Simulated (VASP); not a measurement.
# Ta (Pm-3m) in VASP: single point with LDA

Aim: the single point of Ta with LDA.

Program: VASP 6.6.1. These are calculated values, not measurements. Logs are shortened: lines on timing, memory, paths and dates and some standing lists are left out, and cuts for length are marked.

### 1 The cell of the first run

It takes space group Pm-3m (No. 221, cubic). Conventional cell: a = 2.696 Å, b = 2.696 Å, c = 2.696 Å, α = 90.00°, β = 90.00°, γ = 90.00°. Within 3.6 Å of Ta (site symmetry m-3m) lie 6 Ta at 2.70 Å.

This isn't the form of Ta at room conditions, which is bcc.

### 2 Single point, LDA

The input, INCAR:

```
PREC = Accurate ; ENCUT = 500
EDIFF = 1E-6 ; ISMEAR = -1
SIGMA = 0.05 ; LREAL = F
LASPH = T ; NELM = 120
ALGO = Normal ; ISIF = 2
LWAVE = F ; LCHARG = F
GGA = CA ; NBANDS = 12
GGA_COMPAT = F
```

The input, KPOINTS:

```
Automatic mesh
0
Gamma
  6 6 6
```

The input, POSCAR:

```
Ta
1.0
    2.6963325097      0.0000000000      0.0000000000
    0.0000000000      2.6963325097      0.0000000000
    0.0000000000      0.0000000000      2.6963325097
Ta
1
Direct
    0.0000000000      0.0000000000      0.0000000000
```

Potentials or basis: VASP PAW LDA potentials, release 64 (Ta_sv_GW).

Started as:

```sh
> cat potpaw_LDA.64/Ta_sv_GW/POTCAR > POTCAR
> mpirun -np 1 vasp_std > vasp.out
```

OUTCAR:

```text
PREC = Accurate
   ENCUT = 500
   EDIFF = 1E-6
   ISMEAR = -1
   LREAL = F
   LASPH = T
   NELM = 120
   ISIF = 2
   GGA = CA

 ion  position               nearest neighbor table
   1  0.000  0.000  0.000-

  LATTYP: Found a simple cubic cell.
 ALAT       =     2.6963325097

  Lattice vectors:

 A1 = (   2.6963325097,   0.0000000000,   0.0000000000)
 A2 = (   0.0000000000,   2.6963325097,   0.0000000000)
 A3 = (   0.0000000000,   0.0000000000,   2.6963325097)

Analysis of symmetry for initial positions (statically):
=====================================================================
 Subroutine PRICEL returns:
 Original cell was already a primitive cell.

 Routine SETGRP: Setting up the symmetry group for a
 simple cubic supercell.

 Subroutine GETGRP returns: Found 48 space group operations
 (whereof 48 operations were pure point group operations)
 out of a pool of 48 trial point group operations.

The static configuration has the point symmetry O_h .

Analysis of symmetry for dynamics (positions and initial velocities):
=====================================================================
 Subroutine PRICEL returns:
 Original cell was already a primitive cell.

 Routine SETGRP: Setting up the symmetry group for a
 simple cubic supercell.

 Subroutine GETGRP returns: Found 48 space group operations
 (whereof 48 operations were pure point group operations)
 out of a pool of 48 trial point group operations.

The dynamic configuration has the point symmetry O_h .

 Subroutine INISYM returns: Found 48 space group operations
 (whereof 48 operations are pure point group operations),
 and found     1 'primitive' translations

----------------------------------------------------------------------------------------

                                     Primitive cell

  volume of cell :      19.6029

  direct lattice vectors                    reciprocal lattice vectors
     2.696332510  0.000000000  0.000000000     0.370874140  0.000000000  0.000000000
     0.000000000  2.696332510  0.000000000     0.000000000  0.370874140  0.000000000
     0.000000000  0.000000000  2.696332510     0.000000000  0.000000000  0.370874140

  length of vectors
     2.696332510  2.696332510  2.696332510     0.370874140  0.370874140  0.370874140

  position of ions in fractional coordinates (direct lattice)
     0.000000000  0.000000000  0.000000000
[... 69 lines left out ...]
   ENCUT  =  500.0 eV  36.75 Ry    6.06 a.u.   4.92  4.92  4.92*2*pi/ulx,y,z
   NELM   =    120;   NELMIN=  2; NELMDL= -5     # of ELM steps
   EDIFF  = 0.1E-05   stopping-criterion for ELM
   LREAL  =      F    real-space projection
[... 7 lines left out ...]
   TEBEG  =    0.0;   TEEND  =   0.0 temperature during run
   PSTRESS=    0.0 pullay stress
   NELECT =      13.0000    total number of electrons
   NUPDOWN=      -1.0000    fix difference up-down
   EMIN   =  10.00;   EMAX   =-10.00  energy-range for DOS
   EFERMI =   0.00;   METHOD = LEGACY
   ISMEAR =    -1;   SIGMA  =   0.05  broadening in eV -4-tet -1-fermi 0-gaus
   EFERMI_NEDOS =   21; number of points for ismear=-14 and -15
   IALGO  =     38    algorithm
   IMIX   =      4    mixing-type and parameters
     AMIX     =   0.40;   BMIX     =  1.00
     AMIX_MAG =   1.60;   BMIX_MAG =  1.00
  volume/ion in A,a.u.               =      19.60       132.29
  Fermi-wavevector in a.u.,A,eV,Ry     =   1.427631  2.697831 27.730428  2.038129
  Thomas-Fermi vector in A             =   2.547779
   LORBIT       =      0    0 simple, 1 ext, 2 COOP (PROOUT), +10 PAW based schemes
   GGA     = CA    functional components
   LHFCALC =     F    Hartree Fock is set to
   AEXX    =    0.0000 exact exchange contribution
   IVDW    =     0    specifies the selected vdW correction
   LEPSILON=     F    determine dielectric tensor
   LRPA    =     F    only Hartree local field effects (RPA)
 non-spin polarized calculation
  energy-cutoff  :      500.00
  volume of cell :       19.60
 maximum number of plane-waves:       512
 NGX is ok and might be reduce to    20
   NGX =  9   NGY =  9   NGZ =  9

 number of electron      12.9999998 magnetization

 Free energy of the ion-electron system (eV)
  ---------------------------------------------------
  ext. energy  EPLUGINS =         0.00000000
  ---------------------------------------------------
  free energy    TOTEN  =       -14.18509727 eV

  energy without entropy =      -14.17166141  energy(sigma->0) =      -14.17837934

 E-fermi :   9.0413     XC(G=0): -12.6687

 val. band max:        8.9705630979   @ k =   0.3333   0.1667   0.0000
 cond. band min:       9.0679433534   @ k =   0.5000   0.1667   0.1667
 fundamental gap:      0.0973802555
 Fermi energy:         9.0413476311

 k-point     1 :       0.0000    0.0000    0.0000
  band No.  band energies     occupation
      1     -57.7984      2.00000
      2     -23.8715      2.00000
      3     -23.8715      2.00000
      4     -23.8715      2.00000
      5       1.7988      2.00000
      6       6.4268      2.00000
      7       6.4268      2.00000
      8      15.6151      0.00000
      9      15.6151      0.00000
     10      15.6151      0.00000
     11      23.9717      0.00000
     12      23.9717      0.00000
[... 271 lines left out ...]
 k-point    20 :       0.5000    0.5000    0.5000
  band No.  band energies     occupation
      1     -57.4833      2.00000
      2     -24.8883      2.00000
      3     -24.8883      2.00000
      4     -24.8883      2.00000
      5       6.6406      2.00000
      6       6.6406      2.00000
      7       6.6406      2.00000
      8      16.7301      0.00000
      9      18.7388      0.00000
     10      18.7388      0.00000
     11      21.3474      0.00000
     12      21.3474      0.00000

------------------------ aborting loop because EDIFF is reached ----------------------------------------

  FORCE on cell =-STRESS in cart. coord.  units (eV):
  Direction    XX          YY          ZZ          XY          YZ          ZX
  --------------------------------------------------------------------------------------
  -------------------------------------------------------------------------------------
  Total       -0.0718306     -0.0718306     -0.0718306      0.0000000      0.0000000      0.0000000
  in kB       -5.8708307     -5.8708307     -5.8708307      0.0000000      0.0000000      0.0000000
  external PRESSURE =      -5.8708307 kB  Pullay stress =       0.0000000 kB

 VOLUME and BASIS-vectors are now :
 -----------------------------------------------------------------------------
  energy-cutoff  :      500.00
  volume of cell :       19.60
      direct lattice vectors                 reciprocal lattice vectors
     2.696332510  0.000000000  0.000000000     0.370874140  0.000000000  0.000000000
     0.000000000  2.696332510  0.000000000     0.000000000  0.370874140  0.000000000
     0.000000000  0.000000000  2.696332510     0.000000000  0.000000000  0.370874140

 POSITION                                       TOTAL-FORCE (eV/Angst)
 -----------------------------------------------------------------------------------
      0.00000      0.00000      0.00000         0.000000      0.000000      0.000000
 -----------------------------------------------------------------------------------
    total drift:                               -0.000000     -0.000000     -0.000000

  FREE ENERGIE OF THE ION-ELECTRON SYSTEM (eV)
  ---------------------------------------------------
  free  energy   TOTEN  =       -14.1850972696 eV

  energy  without entropy=      -14.1716614120  energy(sigma->0) =      -14.17837934
```

OSZICAR:

```text
N       E                     dE             d eps       ncg     rms          rms(c)
DAV:   1     0.755250479103E+02    0.75525E+02   -0.77084E+03   480   0.102E+03
DAV:   2    -0.122307586922E+02   -0.87756E+02   -0.83869E+02   600   0.265E+02
DAV:   3    -0.148255423013E+02   -0.25948E+01   -0.25818E+01   588   0.449E+01
DAV:   4    -0.148408121569E+02   -0.15270E-01   -0.15269E-01   532   0.438E+00
DAV:   5    -0.148411165395E+02   -0.30438E-03   -0.30438E-03   712   0.419E-01    0.101E+02
DAV:   6    -0.142902623674E+02    0.55085E+00   -0.59695E-01   492   0.635E+00    0.660E+01
DAV:   7    -0.142415443618E+02    0.48718E-01   -0.78328E-01   520   0.701E+00    0.122E+01
DAV:   8    -0.141849509539E+02    0.56593E-01   -0.17495E-01   488   0.364E+00    0.181E+00
DAV:   9    -0.141850870426E+02   -0.13609E-03   -0.25610E-03   512   0.412E-01    0.118E+00
DAV:  10    -0.141851008759E+02   -0.13833E-04   -0.18648E-04   536   0.189E-01    0.727E-01
DAV:  11    -0.141850990993E+02    0.17766E-05   -0.25168E-05   544   0.419E-02    0.766E-02
DAV:  12    -0.141850972965E+02    0.18028E-05   -0.63211E-06   516   0.248E-02    0.260E-01
DAV:  13    -0.141850972696E+02    0.26924E-07   -0.52330E-08   272   0.243E-03
   1 F= -.14185097E+02 E0= -.14178379E+02  d E =-.134359E-01
```

Wall time 3.7 s (1 thread of AMD EPYC 7R13 (Zen 3), shared host); peak memory 0.09 GiB.

What came out:

| Item | Value |
| --- | --- |
| Free energy | -14.1851 eV |
| Pressure | -0.6 GPa |
| Band gap on the k mesh | zero (an odd number of electrons rules out a gap without spin polarisation) |

Caveat: the k points lie up to 0.39 Å⁻¹ apart, too coarse for converged energies and pressures of a metal; spin-orbit coupling is left out, which moves the levels of the heavy elements.

The gap in the log of VASP goes by the Fermi energy; the results here count the filled bands.